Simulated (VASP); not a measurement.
BaTe:

```
Ba Te
1.0
     0.00000    3.47688    3.47688
     3.47688    0.00000    3.47688
     3.47688    3.47688    0.00000
Ba Te
1 1
Direct
  0.00000 0.00000 0.00000
  0.50000 0.50000 0.50000
```

Base run:

| Item | Value |
| --- | --- |
| Program | VASP 6.6.1 |
| Functional | PBE0 |
| Potentials or basis | VASP PAW PBE potentials, release 64 (Ba_sv, Te) |
| Cutoff | 520 eV |
| k mesh | 4 × 4 × 4 |
| Occupations | fermi-dirac, width 0.05 eV |
| Spin | no spin polarisation |

Its results: band gap on the k mesh 2.87 eV (least direct gap 3.31 eV); pressure 1.5 GPa.

Task: The run is repeated on the same cell with these changes: functional from PBE0 to PBEsol; k mesh from 4 × 4 × 4 to 7 × 7 × 7. What comes out?

Result: Band gap on the k mesh 1.43 eV (least direct gap 1.82 eV); pressure 0.2 GPa.

Several settings changed at once.

Caveats: the PAW data sets were made with another functional, which shifts forces and pressure a little; spin-orbit coupling is left out, which moves the levels of the heavy elements; an odd mesh through Γ misses points on the zone boundary, where band edges can lie (at least some runs).
